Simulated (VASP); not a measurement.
Crystal: GeCN2.

```xyz
4
Lattice="1.7695 1.0216 4.8554 -1.7695 1.0216 4.8554 0.0000 -2.0433 4.8554" Properties=species:S:1:pos:R:3 pbc="T T T"
Ge    0.0000    0.0000    0.0000
N     0.0000    0.0000    8.5053
N     0.0000    0.0000    6.0610
C     0.0000    0.0000    7.2832
```

This cell differs from its parent crystal: volume scaled by 0.96.

Program: VASP 6.6.1. Alike in all runs: task single point; no spin polarisation; cell as given; k mesh 9 × 9 × 9; cutoff (eV) 520; smearing fermi-dirac 0.05 eV.

Order these runs on this cell by their pressure, lowest first.
A. level r2SCAN; potentials or basis VASP PAW PBE potentials, release 64 (Ge_d, N, C)
B. level PBE; potentials or basis VASP PAW PBE potentials, release 64 (Ge_d, N, C)
C. level LDA; potentials or basis VASP PAW LDA potentials, release 64 (Ge_d, N, C)

C (-1.0 GPa), A (2.7 GPa), B (6.0 GPa).

Caveats: the PAW data sets were made with another functional, which shifts forces and pressure a little (some runs).
